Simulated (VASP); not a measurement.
# YSi2Os2 (I4/mmm) in VASP: single point with LDA

Aim: the single point of YSi2Os2 with LDA.

Everything below comes from runs of VASP 6.6.1. Logs are shortened: lines on timing, memory, paths and dates and some standing lists are left out, and cuts for length are marked.

## 1. The cell of the first run

The structure is tetragonal, space group I4/mmm (No. 139). The conventional cell has a = 4.105 Å, b = 4.105 Å, c = 9.562 Å, α = 90.00°, β = 90.00°, γ = 90.00°. Within 4.2 Å of Y (site symmetry 4/mmm) lie 10 Si at 3.15 to 3.56 Å and 8 Os at 3.15 Å and 4 Y at 4.10 Å. Si (site symmetry 4mm) has 4 Os at 2.36 Å and 1 Si at 2.43 Å and 4 Y at 3.15 Å within 3.2 Å. Within 3.2 Å of Os (site symmetry -4m2) lie 4 Si at 2.36 Å and 4 Os at 2.90 Å and 4 Y at 3.15 Å.

## 2. Single point, LDA

INCAR reads:

```
PREC = Accurate ; ENCUT = 520
EDIFF = 1E-6 ; ISMEAR = 0
SIGMA = 0.1 ; LREAL = F
LASPH = T ; NELM = 100
ALGO = Fast ; ISIF = 2
LWAVE = F ; LCHARG = T
LELF = T ; LVHAR = T
NBANDS = 26
```

KPOINTS reads:

```
regular mesh
0
Gamma
  12 12 12
```

POSCAR reads:

```
YSi2Os2
1.0
   -2.0524129049      2.0524129049      4.7812064423
    2.0524129049     -2.0524129049      4.7812064423
    2.0524129049      2.0524129049     -4.7812064423
Y Si Os
1 2 2
Direct
    0.0000000000      0.0000000000      0.0000000000
    0.3726968510      0.3726968510      0.0000000000
    0.6273031490      0.6273031490      0.0000000000
    0.7500000000      0.2500000000      0.5000000000
    0.2500000000      0.7500000000      0.5000000000
```

Potentials or basis: VASP PAW LDA potentials, release 64 (Y_sv, Si, Os).

Launch:

```sh
cat potpaw_LDA.64/Y_sv/POTCAR potpaw_LDA.64/Si/POTCAR potpaw_LDA.64/Os/POTCAR > POTCAR
mpirun -np 1 vasp_std > vasp.out
```

OUTCAR:

```text
PREC = Accurate
   ENCUT = 520
   EDIFF = 1E-6
   ISMEAR = 0
   LREAL = F
   LASPH = T
   NELM = 100
   ISIF = 2

 ion  position               nearest neighbor table
   1  0.000  0.000  0.000-   3 3.15   3 3.15   3 3.15   2 3.15   3 3.15   2 3.15   2 3.15   2 3.15
                             4 3.15   5 3.15   5 3.15   4 3.15   4 3.15   4 3.15   5 3.15   5 3.15
   2  0.373  0.373  0.000-   4 2.36   5 2.36   5 2.36   4 2.36   3 2.43   1 3.15   1 3.15   1 3.15
                             1 3.15   1 3.56
   3  0.627  0.627  0.000-   5 2.36   4 2.36   4 2.36   5 2.36   2 2.43   1 3.15   1 3.15   1 3.15
                             1 3.15   1 3.56
   4  0.750  0.250  0.500-   2 2.36   3 2.36   2 2.36   3 2.36   5 2.90   5 2.90   5 2.90   5 2.90
                             1 3.15   1 3.15   1 3.15   1 3.15
   5  0.250  0.750  0.500-   2 2.36   3 2.36   2 2.36   3 2.36   4 2.90   4 2.90   4 2.90   4 2.90
                             1 3.15   1 3.15   1 3.15   1 3.15

  LATTYP: Found a body centered tetragonal cell.
 ALAT       =     4.1048258098
 C/A-ratio  =     2.3295538782

  Lattice vectors:

 A1 = (  -2.0524129049,   2.0524129049,   4.7812064423)
 A2 = (   2.0524129049,  -2.0524129049,   4.7812064423)
 A3 = (   2.0524129049,   2.0524129049,  -4.7812064423)

Analysis of symmetry for initial positions (statically):
=====================================================================
 Subroutine PRICEL returns:
 Original cell was already a primitive cell.

 Routine SETGRP: Setting up the symmetry group for a
 body centered tetragonal supercell.

 Subroutine GETGRP returns: Found 16 space group operations
 (whereof 16 operations were pure point group operations)
 out of a pool of 16 trial point group operations.

The static configuration has the point symmetry D_4h.

Analysis of symmetry for dynamics (positions and initial velocities):
=====================================================================
 Subroutine PRICEL returns:
 Original cell was already a primitive cell.

 Routine SETGRP: Setting up the symmetry group for a
 body centered tetragonal supercell.

 Subroutine GETGRP returns: Found 16 space group operations
 (whereof 16 operations were pure point group operations)
 out of a pool of 16 trial point group operations.

The dynamic configuration has the point symmetry D_4h.

 Subroutine INISYM returns: Found 16 space group operations
 (whereof 16 operations are pure point group operations),
 and found     1 'primitive' translations

----------------------------------------------------------------------------------------

                                     Primitive cell

  volume of cell :      80.5614

  direct lattice vectors                    reciprocal lattice vectors
    -2.052412905  2.052412905  4.781206442     0.000000000  0.243615697  0.104576116
     2.052412905 -2.052412905  4.781206442     0.243615697  0.000000000  0.104576116
     2.052412905  2.052412905 -4.781206442     0.243615697  0.243615697  0.000000000

  length of vectors
     5.593275651  5.593275651  5.593275651     0.265112753  0.265112753  0.344524622

  position of ions in fractional coordinates (direct lattice)
     0.000000000  0.000000000  0.000000000
     0.372696851  0.372696851  0.000000000
     0.627303149  0.627303149  0.000000000
     0.750000000  0.250000000  0.500000000
     0.250000000  0.750000000  0.500000000

  ion indices of the primitive-cell ions
   primitive index   ion index
                 1           1
                 2           2
                 3           3
                 4           4
                 5           5

----------------------------------------------------------------------------------------

 KPOINTS: regular mesh

Automatic generation of k-mesh.
 Grid dimensions read from file:
 generate k-points for:   12   12   12

 Generating k-lattice:

  Cartesian coordinates                     Fractional coordinates (reciprocal lattice)
     0.000000000  0.020301308  0.008714676     0.083333333  0.000000000  0.000000000
     0.020301308  0.000000000  0.008714676     0.000000000  0.083333333  0.000000000
     0.020301308  0.020301308  0.000000000     0.000000000  0.000000000  0.083333333

  Length of vectors
     0.022092729  0.022092729  0.028710385

  Shift w.r.t. Gamma in fractional coordinates (k-lattice)
     0.000000000  0.000000000  0.000000000

 Subroutine IBZKPT returns following result:
 ===========================================

 Found    163 irreducible k-points:

 Following reciprocal coordinates:
            Coordinates               Weight
  0.000000  0.000000  0.000000      1.000000
  0.083333  0.000000 -0.000000      8.000000
  0.166667 -0.000000  0.000000      8.000000
  0.250000 -0.000000  0.000000      8.000000
  0.333333  0.000000  0.000000      8.000000
  0.416667  0.000000 -0.000000      8.000000
[... 16 lines left out ...]
  0.500000  0.166667  0.000000     16.000000
 -0.416667  0.166667  0.000000     16.000000
 [... further k-points ...]
   k-points           NKPTS =    163   k-points in BZ     NKDIM =    163   number of bands    NBANDS=     26
   number of dos      NEDOS =    301   number of ions     NIONS =      5
   total plane-waves  NPLWV =  74088
   dimension x,y,z NGX =    42 NGY =   42 NGZ =   42
   dimension x,y,z NGXF=    84 NGYF=   84 NGZF=   84
   ions per type =               1   2   2
   NGX,Y,Z   is equivalent  to a cutoff of  12.48, 12.48, 12.48 a.u.
   NGXF,Y,Z  is equivalent  to a cutoff of  24.97, 24.97, 24.97 a.u.
 SYSTEM =  unknown system
   PREC   = accura    normal or accurate (medium, high low for compatibility)
   ISTART =      0    job   : 0-new  1-cont  2-samecut
   ICHARG =      2    charge: 1-file 2-atom 10-const
   ISPIN  =      1    spin polarized calculation?
   LNONCOLLINEAR =      F non collinear calculations
   LSORBIT =      F    spin-orbit coupling
   LASPH  =      T    aspherical Exc in radial PAW
   ENCUT  =  520.0 eV  38.22 Ry    6.18 a.u.  10.40 10.40 10.40*2*pi/ulx,y,z
   NELM   =    100;   NELMIN=  2; NELMDL= -5     # of ELM steps
   EDIFF  = 0.1E-05   stopping-criterion for ELM
   LREAL  =      F    real-space projection
   EDIFFG = 0.1E-04   stopping-criterion for IOM
   NSW    =      0    number of steps for IOM
   IBRION =     -1    ionic relax: 0-MD 1-quasi-New 2-CG
   NFREE  =      0    steps in history (QN), initial steepest desc. (CG)
   ISIF   =      2    stress and relaxation
   ISYM   =      2    0-nonsym 1-usesym 2-fastsym
   POTIM  = 0.5000    time-step for ionic-motion
   TEBEG  =    0.0;   TEEND  =   0.0 temperature during run
   PSTRESS=    0.0 pullay stress
   NELECT =      35.0000    total number of electrons
   NUPDOWN=      -1.0000    fix difference up-down
   EMIN   =  10.00;   EMAX   =-10.00  energy-range for DOS
   EFERMI =   0.00;   METHOD = LEGACY
   ISMEAR =     0;   SIGMA  =   0.10  broadening in eV -4-tet -1-fermi 0-gaus
   EFERMI_NEDOS =   21; number of points for ismear=-14 and -15
   IALGO  =     68    algorithm
   IMIX   =      4    mixing-type and parameters
     AMIX     =   0.40;   BMIX     =  1.00
     AMIX_MAG =   1.60;   BMIX_MAG =  1.00
  volume/ion in A,a.u.               =      16.11       108.73
  Fermi-wavevector in a.u.,A,eV,Ry     =   1.239905  2.343081 20.917124  1.537365
  Thomas-Fermi vector in A             =   2.374369
   LORBIT       =      0    0 simple, 1 ext, 2 COOP (PROOUT), +10 PAW based schemes
   GGA     = CA    functional components
   LHFCALC =     F    Hartree Fock is set to
   AEXX    =    0.0000 exact exchange contribution
   IVDW    =     0    specifies the selected vdW correction
   LEPSILON=     F    determine dielectric tensor
   LRPA    =     F    only Hartree local field effects (RPA)
 non-spin polarized calculation
 RMM-DIIS sequential band-by-band and
 Gauss-broadening in eV      SIGMA  =   0.10
  energy-cutoff  :      520.00
  volume of cell :       80.56
 maximum number of plane-waves:      2188
 NGX is ok and might be reduce to    42
   NGX = 21   NGY = 21   NGZ = 21

 number of electron      35.0000000 magnetization

 Free energy of the ion-electron system (eV)
  ---------------------------------------------------
  ext. energy  EPLUGINS =         0.00000000
  ---------------------------------------------------
  free energy    TOTEN  =       -48.00306360 eV

  energy without entropy =      -47.98941690  energy(sigma->0) =      -47.99624025

 E-fermi :   7.5613     XC(G=0): -12.1256

 val. band max:        7.5564207465   @ k =  -0.0833   0.5000   0.0833
 cond. band min:       7.5709658337   @ k =  -0.2500   0.1667   0.0000
 fundamental gap:      0.0145450872
 Fermi energy:         7.5612536880

 k-point     1 :       0.0000    0.0000    0.0000
  band No.  band energies     occupation
      1     -34.2960      2.00000
      2     -14.4778      2.00000
      3     -14.4778      2.00000
      4     -14.4118      2.00000
      5      -3.7099      2.00000
      6      -0.3487      2.00000
[... 18 lines left out ...]
     25      12.6623      0.00000
     26      13.1401      0.00000

 k-point     2 :       0.0833    0.0000   -0.0000
  band No.  band energies     occupation
      1     -34.2957      2.00000
      2     -14.4855      2.00000
      3     -14.4769      2.00000
      4     -14.4119      2.00000
      5      -3.6257      2.00000
      6      -0.3454      2.00000
[... 18 lines left out ...]
     25      12.8327      0.00000
     26      12.9686      0.00000

 k-point     3 :       0.1667   -0.0000    0.0000
  band No.  band energies     occupation
      1     -34.2948      2.00000
      2     -14.5062      2.00000
      3     -14.4743      2.00000
      4     -14.4121      2.00000
      5      -3.3816      2.00000
      6      -0.3415      2.00000
[... 18 lines left out ...]
     25      13.0857      0.00000
     26      13.4136      0.00000

 k-point     4 :       0.2500   -0.0000    0.0000
  band No.  band energies     occupation
      1     -34.2935      2.00000
      2     -14.5341      2.00000
      3     -14.4708      2.00000
      4     -14.4122      2.00000
      5      -3.0044      2.00000
      6      -0.3614      2.00000
[... 18 lines left out ...]
     25      13.3911      0.00000
     26      13.9079      0.00000

 k-point     5 :       0.3333    0.0000    0.0000
  band No.  band energies     occupation
      1     -34.2923      2.00000
      2     -14.5615      2.00000
      3     -14.4673      2.00000
      4     -14.4123      2.00000
      5      -2.5443      2.00000
      6      -0.4487      2.00000
[... 18 lines left out ...]
     25      13.4451      0.00000
     26      14.1736      0.00000

 k-point     6 :       0.4167    0.0000   -0.0000
  band No.  band energies     occupation
      1     -34.2914      2.00000
      2     -14.5813      2.00000
      3     -14.4647      2.00000
      4     -14.4122      2.00000
      5      -2.0955      2.00000
      6      -0.6201      2.00000
[... 427 lines left out ...]
 k-point    21 :       0.3333    0.1667    0.0000
  band No.  band energies     occupation
      1     -34.2911      2.00000
      2     -14.5557      2.00000
      3     -14.4931      2.00000
      4     -14.4127      2.00000
      5      -2.2222      2.00000
      6      -0.5724      2.00000
[... 18 lines left out ...]
     25      13.1576      0.00000
     26      13.7360      0.00000

 k-point    22 :       0.4167    0.1667    0.0000
  band No.  band energies     occupation
      1     -34.2902      2.00000
      2     -14.5753      2.00000
      3     -14.4903      2.00000
      4     -14.4109      2.00000
      5      -1.8819      2.00000
      6      -0.6115      2.00000
[... 18 lines left out ...]
     25      13.5697      0.00000
     26      14.0711      0.00000

 k-point    23 :       0.5000    0.1667    0.0000
  band No.  band energies     occupation
      1     -34.2900      2.00000
      2     -14.5827      2.00000
      3     -14.4894      2.00000
      4     -14.4091      2.00000
      5      -1.8223      2.00000
      6      -0.5036      2.00000
[... 18 lines left out ...]
     25      13.3513      0.00000
     26      13.5555      0.00000

 k-point    24 :      -0.4167    0.1667    0.0000
  band No.  band energies     occupation
      1     -34.2904      2.00000
      2     -14.5761      2.00000
      3     -14.4906      2.00000
      4     -14.4078      2.00000
      5      -2.0794      2.00000
      6      -0.2581      2.00000
[... 18 lines left out ...]
     25      13.3281      0.00000
     26      13.6106      0.00000

 [... further k-points ...]

------------------------ aborting loop because EDIFF is reached ----------------------------------------

  FORCE on cell =-STRESS in cart. coord.  units (eV):
  Direction    XX          YY          ZZ          XY          YZ          ZX
  --------------------------------------------------------------------------------------
  -------------------------------------------------------------------------------------
  Total        0.4713354      0.4713354      0.1430651      0.0000000     -0.0000000      0.0000000
  in kB        9.3737574      9.3737574      2.8452303      0.0000000     -0.0000000      0.0000000
  external PRESSURE =       7.1975817 kB  Pullay stress =       0.0000000 kB

 VOLUME and BASIS-vectors are now :
 -----------------------------------------------------------------------------
  energy-cutoff  :      520.00
  volume of cell :       80.56
      direct lattice vectors                 reciprocal lattice vectors
    -2.052412905  2.052412905  4.781206442     0.000000000  0.243615697  0.104576116
     2.052412905 -2.052412905  4.781206442     0.243615697  0.000000000  0.104576116
     2.052412905  2.052412905 -4.781206442     0.243615697  0.243615697  0.000000000

 POSITION                                       TOTAL-FORCE (eV/Angst)
 -----------------------------------------------------------------------------------
      0.00000      0.00000      0.00000        -0.000000     -0.000000      0.000000
      0.00000      0.00000      3.56388         0.000000      0.000000      0.071297
      0.00000      0.00000      5.99853         0.000000      0.000000     -0.071297
      0.00000      2.05241      2.39060        -0.000000     -0.000000     -0.000000
      2.05241      0.00000      2.39060        -0.000000     -0.000000     -0.000000
 -----------------------------------------------------------------------------------
    total drift:                               -0.000000     -0.000000     -0.000000

  FREE ENERGIE OF THE ION-ELECTRON SYSTEM (eV)
  ---------------------------------------------------
  free  energy   TOTEN  =       -48.0030636016 eV

  energy  without entropy=      -47.9894168981  energy(sigma->0) =      -47.99624025
```

Run time: 13 min. Hardware: 1 thread of Intel Xeon Platinum 8488C (Sapphire Rapids), shared host; peak memory 0.49 GiB.

What came out:

```yaml
Free_energy: -48.0031 eV
Pressure: 0.7 GPa
Largest_force: 0.071 eV/Å
Band_gap_on_the_k_mesh: zero (an odd number of electrons rules out a gap without spin polarisation)
```

Forces in eV/Å, atoms in the order of the input:
```
Y    0.000  0.000  0.000
Si   0.000  0.000  0.071
Si   0.000  0.000 -0.071
Os   0.000  0.000  0.000
Os   0.000  0.000  0.000
```

Stress tensor (GPa, compression positive):
```
0.94 0.00 0.00
0.00 0.94 0.00
0.00 0.00 0.28
```

Caveat: spin-orbit coupling is left out, which moves the levels of the heavy elements.
